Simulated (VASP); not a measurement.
Runs of VASP 6.6.1 on AlN. The structure is that of space group Fm-3m (No. 225), or close to it. The cells are those of the table. 

| cell | gap on the mesh (eV) | pressure (GPa) |
| --- | --- | --- |
| a = 2.889 Å, angles 60.0°, 2 atoms | 4.26 | (a) |
| a = 2.772 Å, angles 60.0°, 2 atoms | 4.96 | 29.7 |
| a = 2.832 Å, angles 60.0°, 2 atoms | (c) | 8.3 |
| a = 2.944 Å, angles 60.0°, 2 atoms | (b) | -19.3 |

Alike in all rows: level PBEsol; potentials or basis VASP PAW PBE potentials, release 64 (Al, N); no spin polarisation; k mesh 10 × 10 × 10; cutoff (eV) 600.

Q: Fill in the values left out.

A: (a) -7.6; (b) 3.75; (c) 4.84.

Caveats: the PAW data sets were made with another functional, which shifts forces and pressure a little; the cell stands under tension (at least some runs); the cell stands under pressure (at least some runs).

A k mesh can miss the band edges.
